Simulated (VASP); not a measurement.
# Sr (Fm-3m) in VASP: a series of runs

Sr is run at these levels: PBE; tasks: single point.

Everything below comes from runs of VASP 6.6.1. Logs are shortened: lines on timing, memory, paths and dates and some standing lists are left out, and cuts for length are marked.

## 1. The cell of the first run

The structure is cubic, space group Fm-3m (No. 225). The conventional cell has a = 6.085 Å, b = 6.085 Å, c = 6.085 Å, α = 90.00°, β = 90.00°, γ = 90.00°. Within 5.6 Å of Sr (site symmetry m-3m) lie 12 Sr at 4.30 Å.

## 2. Single point, PBE

INCAR reads:

```
SYSTEM = Sr
PREC     = Accurate       ! precision mode
ENCUT    = 500            ! plane-wave cutoff, eV
EDIFF    = 1E-6           ! SCF threshold, eV
ISMEAR   = 0              ! smearing method
SIGMA    = 0.1            ! smearing width, eV
LREAL    = .False.        ! projectors in reciprocal space
LASPH    = .True.         ! aspherical terms in the spheres
NELM     = 120            ! most SCF steps
ALGO     = Normal         ! electronic algorithm
ISIF     = 2              ! what is computed and relaxed
LWAVE    = .False.        ! write WAVECAR
LCHARG   = .False.        ! write CHGCAR
GGA      = PE             ! functional
NBANDS   = 11             ! bands
GGA_COMPAT= .False.
```

KPOINTS reads:

```
Automatic mesh
0
Gamma
  7 7 7
  0 0 0
```

POSCAR reads:

```
Sr
1.0
    0.0000000000      3.0423500000      3.0423500000
    3.0423500000      0.0000000000      3.0423500000
    3.0423500000      3.0423500000      0.0000000000
Sr
1
Direct
    0.0000000000      0.0000000000      0.0000000000
```

Potentials or basis: VASP PAW PBE potentials, release 64 (Sr_sv).

The run is started by

```console
cat potpaw_PBE.64/Sr_sv/POTCAR > POTCAR
mpirun -np 1 vasp_std > vasp.out
```

OUTCAR:

```text
SYSTEM = Sr
   PREC = Accurate
   ENCUT = 500
   EDIFF = 1E-6
   ISMEAR = 0
   LREAL = .False.
   LASPH = .True.
   NELM = 120
   ISIF = 2
   GGA = PE

 ion  position               nearest neighbor table
   1  0.000  0.000  0.000-

  LATTYP: Found a face centered cubic cell.
 ALAT       =     6.0847000000

  Lattice vectors:

 A1 = (   0.0000000000,   3.0423500000,   3.0423500000)
 A2 = (   3.0423500000,   0.0000000000,   3.0423500000)
 A3 = (   3.0423500000,   3.0423500000,   0.0000000000)

Analysis of symmetry for initial positions (statically):
=====================================================================
 Subroutine PRICEL returns:
 Original cell was already a primitive cell.

 Routine SETGRP: Setting up the symmetry group for a
 face centered cubic supercell.

 Subroutine GETGRP returns: Found 48 space group operations
 (whereof 48 operations were pure point group operations)
 out of a pool of 48 trial point group operations.

The static configuration has the point symmetry O_h .

Analysis of symmetry for dynamics (positions and initial velocities):
=====================================================================
 Subroutine PRICEL returns:
 Original cell was already a primitive cell.

 Routine SETGRP: Setting up the symmetry group for a
 face centered cubic supercell.

 Subroutine GETGRP returns: Found 48 space group operations
 (whereof 48 operations were pure point group operations)
 out of a pool of 48 trial point group operations.

The dynamic configuration has the point symmetry O_h .

 Subroutine INISYM returns: Found 48 space group operations
 (whereof 48 operations are pure point group operations),
 and found     1 'primitive' translations

----------------------------------------------------------------------------------------

                                     Primitive cell

  volume of cell :      56.3193

  direct lattice vectors                    reciprocal lattice vectors
     0.000000000  3.042350000  3.042350000    -0.164346640  0.164346640  0.164346640
     3.042350000  0.000000000  3.042350000     0.164346640 -0.164346640  0.164346640
     3.042350000  3.042350000  0.000000000     0.164346640  0.164346640 -0.164346640

  length of vectors
     4.302532631  4.302532631  4.302532631     0.284656730  0.284656730  0.284656730

  position of ions in fractional coordinates (direct lattice)
     0.000000000  0.000000000  0.000000000

  ion indices of the primitive-cell ions
   primitive index   ion index
                 1           1

----------------------------------------------------------------------------------------

 KPOINTS: Automatic mesh

Automatic generation of k-mesh.
 Grid dimensions read from file:
 generate k-points for:    7    7    7

 Generating k-lattice:

  Cartesian coordinates                     Fractional coordinates (reciprocal lattice)
    -0.023478091  0.023478091  0.023478091     0.142857143  0.000000000  0.000000000
     0.023478091 -0.023478091  0.023478091     0.000000000  0.142857143  0.000000000
     0.023478091  0.023478091 -0.023478091     0.000000000  0.000000000  0.142857143

  Length of vectors
     0.040665247  0.040665247  0.040665247

  Shift w.r.t. Gamma in fractional coordinates (k-lattice)
     0.000000000  0.000000000  0.000000000

 Subroutine IBZKPT returns following result:
 ===========================================

 Found     20 irreducible k-points:

 Following reciprocal coordinates:
            Coordinates               Weight
  0.000000  0.000000  0.000000      1.000000
  0.142857  0.000000  0.000000      8.000000
  0.285714  0.000000  0.000000      8.000000
  0.428571  0.000000  0.000000      8.000000
  0.142857  0.142857  0.000000      6.000000
  0.285714  0.142857  0.000000     24.000000
[... 12 lines left out ...]
 -0.428571  0.428571  0.142857     24.000000
 -0.285714  0.428571  0.142857     24.000000
   k-points           NKPTS =     20   k-points in BZ     NKDIM =     20   number of bands    NBANDS=     11
   number of dos      NEDOS =    301   number of ions     NIONS =      1
   total plane-waves  NPLWV =  32768
   dimension x,y,z NGX =    32 NGY =   32 NGZ =   32
   dimension x,y,z NGXF=    64 NGYF=   64 NGZF=   64
   ions per type =               1
   NGX,Y,Z   is equivalent  to a cutoff of  12.36, 12.36, 12.36 a.u.
   NGXF,Y,Z  is equivalent  to a cutoff of  24.73, 24.73, 24.73 a.u.
 SYSTEM =  Sr
   PREC   = accura    normal or accurate (medium, high low for compatibility)
   ISTART =      0    job   : 0-new  1-cont  2-samecut
   ICHARG =      2    charge: 1-file 2-atom 10-const
   ISPIN  =      1    spin polarized calculation?
   LNONCOLLINEAR =      F non collinear calculations
   LSORBIT =      F    spin-orbit coupling
   LASPH  =      T    aspherical Exc in radial PAW
   ENCUT  =  500.0 eV  36.75 Ry    6.06 a.u.   7.84  7.84  7.84*2*pi/ulx,y,z
   NELM   =    120;   NELMIN=  2; NELMDL= -5     # of ELM steps
   EDIFF  = 0.1E-05   stopping-criterion for ELM
   LREAL  =      F    real-space projection
   EDIFFG = 0.1E-04   stopping-criterion for IOM
   NSW    =      0    number of steps for IOM
   IBRION =     -1    ionic relax: 0-MD 1-quasi-New 2-CG
   NFREE  =      0    steps in history (QN), initial steepest desc. (CG)
   ISIF   =      2    stress and relaxation
   ISYM   =      2    0-nonsym 1-usesym 2-fastsym
   POTIM  = 0.5000    time-step for ionic-motion
   TEBEG  =    0.0;   TEEND  =   0.0 temperature during run
   PSTRESS=    0.0 pullay stress
   NELECT =      10.0000    total number of electrons
   NUPDOWN=      -1.0000    fix difference up-down
   EMIN   =  10.00;   EMAX   =-10.00  energy-range for DOS
   EFERMI =   0.00;   METHOD = LEGACY
   ISMEAR =     0;   SIGMA  =   0.10  broadening in eV -4-tet -1-fermi 0-gaus
   EFERMI_NEDOS =   21; number of points for ismear=-14 and -15
   IALGO  =     38    algorithm
   IMIX   =      4    mixing-type and parameters
     AMIX     =   0.40;   BMIX     =  1.00
     AMIX_MAG =   1.60;   BMIX_MAG =  1.00
  volume/ion in A,a.u.               =      56.32       380.06
  Fermi-wavevector in a.u.,A,eV,Ry     =   0.920144  1.738819 11.519569  0.846664
  Thomas-Fermi vector in A             =   2.045416
   LORBIT       =      0    0 simple, 1 ext, 2 COOP (PROOUT), +10 PAW based schemes
   GGA     = PE    functional components
   LHFCALC =     F    Hartree Fock is set to
   AEXX    =    0.0000 exact exchange contribution
   IVDW    =     0    specifies the selected vdW correction
   LEPSILON=     F    determine dielectric tensor
   LRPA    =     F    only Hartree local field effects (RPA)
 non-spin polarized calculation
 Gauss-broadening in eV      SIGMA  =   0.10
  energy-cutoff  :      500.00
  volume of cell :       56.32
 maximum number of plane-waves:      1459
   NGX = 15   NGY = 15   NGZ = 15

 number of electron      10.0000000 magnetization

 Free energy of the ion-electron system (eV)
  ---------------------------------------------------
  ext. energy  EPLUGINS =         0.00000000
  ---------------------------------------------------
  free energy    TOTEN  =        -1.64212603 eV

  energy without entropy =       -1.63159316  energy(sigma->0) =       -1.63685960

 E-fermi :   1.5298     XC(G=0):  -7.2792

 val. band max:        1.2898905395   @ k =  -0.4286   0.2857   0.0000
 cond. band min:       1.5418320222   @ k =  -0.2857   0.4286   0.1429
 fundamental gap:      0.2519414826
 Fermi energy:         1.5298123042

 k-point     1 :       0.0000    0.0000    0.0000
  band No.  band energies     occupation
      1     -35.1670      2.00000
      2     -17.0582      2.00000
      3     -17.0582      2.00000
      4     -17.0582      2.00000
      5      -2.1063      2.00000
      6       3.8187      0.00000
      7       3.8187      0.00000
      8       3.8187      0.00000
      9       5.2469      0.00000
     10       5.2469      0.00000
     11       8.5341      0.00000

 k-point     2 :       0.1429    0.0000    0.0000
  band No.  band energies     occupation
      1     -35.1647      2.00000
      2     -17.0926      2.00000
      3     -17.0628      2.00000
      4     -17.0628      2.00000
      5      -1.7898      2.00000
      6       3.3704      0.00000
      7       3.9452      0.00000
      8       3.9452      0.00000
      9       5.0978      0.00000
     10       5.0978      0.00000
     11       9.1004      0.00000

 k-point     3 :       0.2857    0.0000    0.0000
  band No.  band energies     occupation
      1     -35.1594      2.00000
      2     -17.1688      2.00000
      3     -17.0733      2.00000
      4     -17.0733      2.00000
      5      -0.9303      2.00000
      6       2.5430      0.00000
      7       3.9182      0.00000
      8       3.9182      0.00000
      9       5.3406      0.00000
     10       5.3406      0.00000
     11       7.8993      0.00000

 k-point     4 :       0.4286    0.0000    0.0000
  band No.  band energies     occupation
      1     -35.1552      2.00000
      2     -17.2286      2.00000
      3     -17.0817      2.00000
      4     -17.0817      2.00000
      5       0.1325      2.00000
      6       1.7456      0.00227
      7       3.7004      0.00000
      8       3.7004      0.00000
      9       6.0930      0.00000
     10       6.0930      0.00000
     11       7.0914      0.00000
[... 183 lines left out ...]
 k-point    18 :      -0.4286    0.2857    0.1429
  band No.  band energies     occupation
      1     -35.1526      2.00000
      2     -17.2027      2.00000
      3     -17.1371      2.00000
      4     -17.1001      2.00000
      5       0.8378      2.00000
      6       1.8387      0.00001
      7       2.6694      0.00000
      8       4.2326      0.00000
      9       5.5993      0.00000
     10       6.3559      0.00000
     11       6.9552      0.00000

 k-point    19 :      -0.4286    0.4286    0.1429
  band No.  band energies     occupation
      1     -35.1512      2.00000
      2     -17.2049      2.00000
      3     -17.1397      2.00000
      4     -17.1193      2.00000
      5       1.0145      2.00000
      6       1.9998      0.00000
      7       2.3853      0.00000
      8       4.5867      0.00000
      9       5.9570      0.00000
     10       6.5084      0.00000
     11       6.9397      0.00000

 k-point    20 :      -0.2857    0.4286    0.1429
  band No.  band energies     occupation
      1     -35.1508      2.00000
      2     -17.1827      2.00000
      3     -17.1718      2.00000
      4     -17.1164      2.00000
      5       1.5418      0.86502
      6       1.8879      0.00000
      7       2.2028      0.00000
      8       4.0405      0.00000
      9       6.0345      0.00000
     10       6.1494      0.00000
     11       7.3519      0.00000

------------------------ aborting loop because EDIFF is reached ----------------------------------------

  FORCE on cell =-STRESS in cart. coord.  units (eV):
  Direction    XX          YY          ZZ          XY          YZ          ZX
  --------------------------------------------------------------------------------------
  -------------------------------------------------------------------------------------
  Total       -0.0956962     -0.0956962     -0.0956962      0.0000000      0.0000000      0.0000000
  in kB       -2.7223745     -2.7223745     -2.7223745      0.0000000      0.0000000      0.0000000
  external PRESSURE =      -2.7223745 kB  Pullay stress =       0.0000000 kB

 VOLUME and BASIS-vectors are now :
 -----------------------------------------------------------------------------
  energy-cutoff  :      500.00
  volume of cell :       56.32
      direct lattice vectors                 reciprocal lattice vectors
     0.000000000  3.042350000  3.042350000    -0.164346640  0.164346640  0.164346640
     3.042350000  0.000000000  3.042350000     0.164346640 -0.164346640  0.164346640
     3.042350000  3.042350000  0.000000000     0.164346640  0.164346640 -0.164346640

 POSITION                                       TOTAL-FORCE (eV/Angst)
 -----------------------------------------------------------------------------------
      0.00000      0.00000      0.00000         0.000000      0.000000     -0.000000
 -----------------------------------------------------------------------------------
    total drift:                                0.000000      0.000000      0.000000

  FREE ENERGIE OF THE ION-ELECTRON SYSTEM (eV)
  ---------------------------------------------------
  free  energy   TOTEN  =        -1.6421260329 eV

  energy  without entropy=       -1.6315931622  energy(sigma->0) =       -1.63685960
```

It took 5.3 s on 1 thread of Intel Xeon Platinum 8559C (Emerald Rapids), shared host; peak memory 0.17 GiB.

Results:

- Free energy: -1.6421 eV
- Pressure: -0.3 GPa

Levels at points of the mesh, in eV from the Fermi level:
```csv
k point,band 1,band 2,band 3,band 4,band 5,band 6,band 7,band 8,band 9,band 10
"(0.00, 0.00, 0.00)",-36.70,-18.59,-18.59,-18.59,-3.64,2.29,2.29,2.29,3.72,3.72
```

## 3. Single point, PBE

INCAR reads:

```
PREC = Accurate ; ENCUT = 500
EDIFF = 1E-6 ; ISMEAR = 0
SIGMA = 0.1 ; LREAL = F
LASPH = T ; NELM = 120
ALGO = Normal ; ISIF = 2
LWAVE = F ; LCHARG = F
GGA = PE ; NBANDS = 11
GGA_COMPAT = F
```

KPOINTS reads:

```
Automatic mesh
0
Gamma
  7 7 7
```

POSCAR is that of step 2.

Potentials or basis: VASP PAW PBE potentials, release 64 (Sr_sv).

The run is started by

```console
cat potpaw_PBE.64/Sr_sv/POTCAR > POTCAR
mpirun -np 1 vasp_std > vasp.out
```

It took 5.3 s on 1 thread of Intel Xeon Platinum 8559C (Emerald Rapids), shared host; peak memory 0.17 GiB.

Results (log left out):

* Free energy: -1.6421 eV
* Pressure: -0.3 GPa

Levels at points of the mesh, in eV from the Fermi level:
```
           k point  band 3  band 4  band 5  band 6  band 7  band 8
(0.00, 0.00, 0.00)  -18.59  -18.59   -3.64    2.29    2.29    2.29
```
